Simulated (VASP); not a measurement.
The system is Ge2Bi2S.

```
Ge Bi S
1.0
     4.64533    0.00000    0.00000
    -2.32267    4.02298    0.00000
     0.00000    0.00000    7.25281
Ge Bi S
2 2 1
Direct
  0.33333 0.66667 0.62640
  0.66667 0.33333 0.37360
  0.33333 0.66667 0.10265
  0.66667 0.33333 0.89735
  0.00000 0.00000 0.00000
```

The cell was generated, and may not be a known phase.

- Program: VASP 6.6.1
- Task: relaxation of cell and atoms
- Functional: PBE
- Potentials or basis: VASP PAW PBE potentials, release 64 (Ge_d, Bi_d, S)
- Cutoff: 600 eV
- k mesh: 6 × 6 × 4
- Occupations: gaussian, width 0.1 eV
- Spin: no spin polarisation

At the start: pressure 5.1 GPa; volume 27.11 Å³/atom.

Task: How do energy, volume and symmetry change on relaxing?

Result: Over 44 steps the energy falls by 516.8 meV/atom and the volume is 25.30 Å³/atom (-6.7 %); space group P-3m1 (No. 164, to 0.1 Å) before and after.

Step by step:
| step | energy change (eV) | largest force (eV/Å) | pressure (GPa) | volume (Å³) |
| --- | --- | --- | --- | --- |
| 1 | 0.0000 | 2.4097 | 5.07 | 135.54 |
| 3 | -0.8026 | 0.8401 | -3.86 | 153.56 |
| 5 | -1.2374 | 0.6766 | 5.39 | 126.30 |
| 7 | -1.5296 | 0.5834 | 1.45 | 132.45 |
| 9 | -1.5361 | 0.6727 | 1.03 | 133.39 |
| 11 | -1.6181 | 0.2743 | 0.76 | 134.72 |
| 13 | -1.8737 | 0.1598 | -1.99 | 141.99 |
| 15 | -2.0214 | 0.0551 | -3.58 | 149.57 |
| 17 | -2.1931 | 0.9691 | -1.49 | 140.56 |
| 19 | -2.2609 | 0.7045 | -1.33 | 139.36 |
| 21 | -2.3549 | 0.3846 | 1.27 | 130.74 |
| 23 | -2.3936 | 0.1722 | -0.09 | 132.31 |
| 25 | -2.3989 | 0.1570 | -0.14 | 132.05 |
| 27 | -2.4438 | 0.1748 | 0.54 | 129.05 |
| 29 | -2.4940 | 0.4971 | 1.76 | 124.72 |
| 31 | -2.5011 | 0.5256 | 1.70 | 124.46 |
| 33 | -2.5088 | 0.5512 | 1.61 | 124.29 |
| 35 | -2.5420 | 0.4420 | 0.52 | 126.07 |
| 37 | -2.5599 | 0.2962 | -0.86 | 128.71 |
| 39 | -2.5775 | 0.1780 | -0.42 | 127.35 |
| 41 | -2.5834 | 0.0528 | 0.14 | 126.00 |
| 43 | -2.5837 | 0.0421 | 0.07 | 126.18 |
| 44 | -2.5839 | 0.0360 | -0.15 | 126.52 |

Final structure:
```
CELL_PARAMETERS angstrom
3.96409 0.00000 0.00000
-1.98204 3.43300 0.00000
0.00000 0.00000 9.29731
ATOMIC_POSITIONS crystal
Ge 0.33333 0.66667 0.57280
Ge 0.66667 0.33333 0.42720
Bi 0.33333 0.66667 0.20950
Bi 0.66667 0.33333 0.79050
S 0.00000 0.00000 0.00000
```

Caveat: a cell axis changed by over 15 % at a fixed basis, so the end point is rough.
